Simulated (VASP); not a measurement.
Input of a VASP 6.6.1 run:

Contents of INCAR:

```
SYSTEM = AgI
PREC = Accurate ; ENCUT = 500
EDIFF = 1E-6 ; ISMEAR = 0
SIGMA = 0.02 ; LREAL = .FALSE.
LASPH = .TRUE. ; NELM = 120
ALGO = Normal ; ISIF = 2
LWAVE = .FALSE. ; LCHARG = .TRUE.
GGA = PE ; LELF = .TRUE.
LVHAR = .TRUE. ; NBANDS = 26
GGA_COMPAT = .FALSE.
```

File KPOINTS:

```
Automatic mesh
0
G
  6 6 4
  0 0 0
```

File POSCAR:

```
AgI
1.0
    4.8268754263      0.0000000000      0.0000000000
   -2.4134377132      4.1801967401      0.0000000000
    0.0000000000      0.0000000000      7.8909663860
Ag I
2 2
Direct
    0.3333333333      0.6666666667      0.0024494355
    0.6666666667      0.3333333333      0.5024494355
    0.3333333333      0.6666666667      0.3774505645
    0.6666666667      0.3333333333      0.8774505645
```

Potentials or basis: VASP PAW PBE potentials, release 64 (Ag, I).

Launch:

```bash
$ cat potpaw_PBE.64/Ag/POTCAR potpaw_PBE.64/I/POTCAR > POTCAR
$ mpirun -np 1 vasp_std > vasp.out
```

Task: Predict the band gap on the k mesh.

Result: 1.37 eV.

Task: What does it give for the pressure?

Result: -1.8 GPa.

Forces in eV/Å, atoms in the order of the input:
```
Ag   0.000  0.000 -0.003
Ag   0.000  0.000 -0.003
I    0.000  0.000  0.003
I    0.000  0.000  0.003
```

Caveat: the cell differs from its parent crystal (equal strain along all axes, cell held: +3.0 %, then relaxed in part); spin-orbit coupling is left out, which moves the levels of the heavy elements.
